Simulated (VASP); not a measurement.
# NbP in VASP: further runs, part 2 of 2

VASP 6.6.1. The steps go on from the part before.

## 4. Single point, PBE (strained)

The input, INCAR:

```
PREC = Accurate
ENCUT = 520
EDIFF = 1E-7
ISMEAR = 0
SIGMA = 0.05
LREAL = F
LASPH = T
NELM = 60
ALGO = Normal
ISIF = 2
LWAVE = F
LCHARG = F
GGA = PE
NBANDS = 26
```

The input, KPOINTS:

```
regular mesh
0
Gamma
  14 14 14
```

The input, POSCAR:

```
NbP
1.0
   -1.7611148051      1.7611148051      5.9493925200
    1.7611148051     -1.7611148051      5.9493925200
    1.7611148051      1.7611148051     -5.9493925200
Nb P
2 2
Direct
    0.7281042069      0.7281042069      0.0000000000
    0.4781042069      0.9781042069      0.5000000000
    0.3545243631      0.3545243631      0.0000000000
    0.1045243731      0.6045243731      0.5000000000
```

Potentials or basis: VASP PAW PBE potentials, release 64 (Nb_sv, P).

On the command line:

```bash
cat potpaw_PBE.64/Nb_sv/POTCAR potpaw_PBE.64/P/POTCAR > POTCAR
mpirun -np 1 vasp_std > vasp.out
```

OUTCAR:

```text
PREC = Accurate
   ENCUT = 520
   EDIFF = 1E-7
   ISMEAR = 0
   LREAL = F
   LASPH = T
   NELM = 60
   ISIF = 2
   GGA = PE

 ion  position               nearest neighbor table
   1  0.728  0.728  0.000-   4 2.29   4 2.29   3 2.91   3 2.91   3 2.91   3 2.91
   2  0.478  0.978  0.500-   3 2.29   3 2.29   4 2.91   4 2.91   4 2.91   4 2.91
   3  0.355  0.355  0.000-   2 2.29   2 2.29   1 2.91   1 2.91   1 2.91   1 2.91
   4  0.105  0.605  0.500-   1 2.29   1 2.29   2 2.91   2 2.91   2 2.91   2 2.91

[... 898 lines left out ...]
  Direction    XX          YY          ZZ          XY          YZ          ZX
  --------------------------------------------------------------------------------------
  -------------------------------------------------------------------------------------
  Total       -2.7692637     -2.7692637      0.0058772      0.0000000      0.0000000      0.0000000
  in kB      -60.1127986    -60.1127986      0.1275767      0.0000000      0.0000000      0.0000000
  external PRESSURE =     -40.0326735 kB  Pullay stress =       0.0000000 kB

 VOLUME and BASIS-vectors are now :
 -----------------------------------------------------------------------------
  energy-cutoff  :      520.00
  volume of cell :       73.81
      direct lattice vectors                 reciprocal lattice vectors
    -1.761114805  1.761114805  5.949392520     0.000000000  0.283911076  0.084042194
     1.761114805 -1.761114805  5.949392520     0.283911076  0.000000000  0.084042194
     1.761114805  1.761114805 -5.949392520     0.283911076  0.283911076  0.000000000

 POSITION                                       TOTAL-FORCE (eV/Angst)
 -----------------------------------------------------------------------------------
      0.00000      0.00000      8.66356        -0.000000      0.000000      4.619433
      1.76111      0.00000      5.68886         0.000000     -0.000000      4.619433
      0.00000      0.00000      4.21841         0.000000      0.000000     -4.619433
      1.76111      0.00000      1.24371        -0.000000     -0.000000     -4.619433
 -----------------------------------------------------------------------------------
    total drift:                                0.000000      0.000000      0.000844

  FREE ENERGIE OF THE ION-ELECTRON SYSTEM (eV)
  ---------------------------------------------------
  free  energy   TOTEN  =       -32.3150674531 eV

  energy  without entropy=      -32.3125799137  energy(sigma->0) =      -32.31382368
```

OSZICAR:

```text
N       E                     dE             d eps       ncg     rms          rms(c)
DAV:   1     0.343429682802E+03    0.34343E+03   -0.18957E+04 12704   0.135E+03
DAV:   2    -0.525209971971E+01   -0.34868E+03   -0.33871E+03 15268   0.494E+02
DAV:   3    -0.329548161181E+02   -0.27703E+02   -0.27212E+02 22880   0.104E+02
DAV:   4    -0.349340487294E+02   -0.19792E+01   -0.19664E+01 19792   0.224E+01
DAV:   5    -0.350005822060E+02   -0.66533E-01   -0.66468E-01 21374   0.455E+00    0.122E+01
DAV:   6    -0.323433744054E+02    0.26572E+01   -0.10132E+01 19320   0.208E+01    0.445E+00
DAV:   7    -0.323213012023E+02    0.22073E-01   -0.75157E-01 18472   0.506E+00    0.304E+00
DAV:   8    -0.323146765860E+02    0.66246E-02   -0.12475E-01 19684   0.216E+00    0.515E-01
DAV:   9    -0.323146175645E+02    0.59021E-04   -0.12743E-02 20472   0.701E-01    0.386E-01
DAV:  10    -0.323150313451E+02   -0.41378E-03   -0.18879E-03 17752   0.346E-01    0.893E-02
DAV:  11    -0.323150677840E+02   -0.36439E-04   -0.16854E-04 19922   0.997E-02    0.305E-02
DAV:  12    -0.323150681622E+02   -0.37822E-06   -0.19551E-05 19496   0.418E-02    0.111E-02
DAV:  13    -0.323150676813E+02    0.48092E-06   -0.15922E-06 17198   0.844E-03    0.447E-03
DAV:  14    -0.323150675220E+02    0.15929E-06   -0.17936E-07 10936   0.497E-03    0.211E-03
DAV:  15    -0.323150674531E+02    0.68927E-07   -0.54501E-08  8542   0.282E-03
   1 F= -.32315067E+02 E0= -.32313824E+02  d E =-.248754E-02
```

It took 16 min on 1 thread of Intel Xeon 6975P-C, shared host; peak memory 0.6 GiB.

What came out:

```yaml
Free_energy: -32.3151 eV
Pressure: -4.0 GPa
Largest_force: 4.619 eV/Å
Band_gap_on_the_k_mesh: zero (band 18 reaches 9.08 eV, above the bottom of band 19 at 8.60 eV)
```

Forces on the atoms (eV/Å):
```
Nb   0.000  0.000  4.619
Nb   0.000  0.000  4.619
P    0.000  0.000 -4.619
P    0.000  0.000 -4.619
```

Levels at points of the mesh, in eV from the Fermi level:
```csv
k point,band 15,band 16,band 17,band 18,band 19,band 20,band 21,band 22
"(0.00, 0.00, 0.00)",-1.51,-1.42,-1.42,-1.23,0.84,1.60,1.92,2.06
"(0.50, 0.00, 0.00)",-2.79,-1.71,-1.24,0.04,0.67,0.86,1.54,2.45
"(0.50, 0.50, 0.00)",-2.27,-2.27,-0.57,-0.57,1.47,1.47,2.12,2.12
"(0.50, 0.50, 0.50)",-2.20,-2.20,-0.79,-0.79,1.19,1.19,1.70,1.70
```

Caveat: the cell differs from its parent crystal (strained); forces of over 1 eV/Å act on the atoms, so gaps and moduli don't describe the material at rest.

## 5. Overview

```csv
cell,k mesh,smearing,gap on the mesh (eV),pressure (GPa),largest force (eV/Å)
"a = 3.280, b = 3.370, c = 11.509 Å, 8 atoms",10 × 10 × 4,gaussian 0.1 eV,none,1.2,-
"a = 6.205 Å, angles 149.5, 149.5, 43.6°, 4 atoms",14 × 14 × 14,gaussian 0.05 eV,none,11.9,2.76
"a = 6.450 Å, angles 148.3, 148.3, 45.4°, 4 atoms",14 × 14 × 14,gaussian 0.05 eV,none,-4.0,4.62
```

Alike in all rows: task single point; level PBE; potentials or basis VASP PAW PBE potentials, release 64 (Nb_sv, P); no spin polarisation; cutoff (eV) 520.

Caveats: forces of over 1 eV/Å act on the atoms, so gaps and moduli don't describe the material at rest (some runs).

Absolute energies hang on the potentials; compare differences alone.
